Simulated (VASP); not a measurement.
SiGeW3:

```
Si Ge W
1.0
     4.27616    0.00000    0.00000
     0.00000    4.27616    0.00000
     0.00000    0.00000    4.27616
Si Ge W
1 1 3
Direct
  0.50000 0.50000 0.50000
  0.00000 0.00000 0.00000
  0.00000 0.50000 0.50000
  0.50000 0.00000 0.50000
  0.50000 0.50000 0.00000
```

- Program: VASP 6.6.1
- Task: relaxation of cell and atoms
- Functional: PBE
- Potentials or basis: VASP PAW PBE potentials, release 64 (Si, Ge_d, W_sv)
- Cutoff: 600 eV
- k mesh: 4 × 4 × 4
- Occupations: gaussian, width 0.1 eV
- Spin: no spin polarisation

At the start: pressure 34.1 GPa; volume 15.64 Å³/atom.

Q: Where does the relaxation end?

A: Over 5 steps the energy falls by 239.8 meV/atom and the volume is 18.24 Å³/atom (+16.6 %); space group Pm-3m (No. 221, to 0.05 Å).

Step by step:
```csv
step,energy change (eV),largest force (eV/Å),pressure (GPa),volume (Å³)
1,0.0000,0.0000,34.10,78.19
2,1.7490,0.0000,-23.57,122.23
3,-1.1880,0.0000,-2.38,92.64
4,-1.1985,0.0000,-0.50,91.48
5,-1.1990,0.0000,-0.04,91.19
```

Final structure:
```
Si Ge W
1.0
     4.50101    0.00000    0.00000
     0.00000    4.50101    0.00000
     0.00000    0.00000    4.50101
Si Ge W
1 1 3
Direct
  0.50000 0.50000 0.50000
  0.00000 0.00000 0.00000
  0.00000 0.50000 0.50000
  0.50000 0.00000 0.50000
  0.50000 0.50000 0.00000
```

Caveat: the k points lie up to 0.35 Å⁻¹ apart in the final cell; the volume moved by over 15 % at a fixed basis, so the end points are rough.
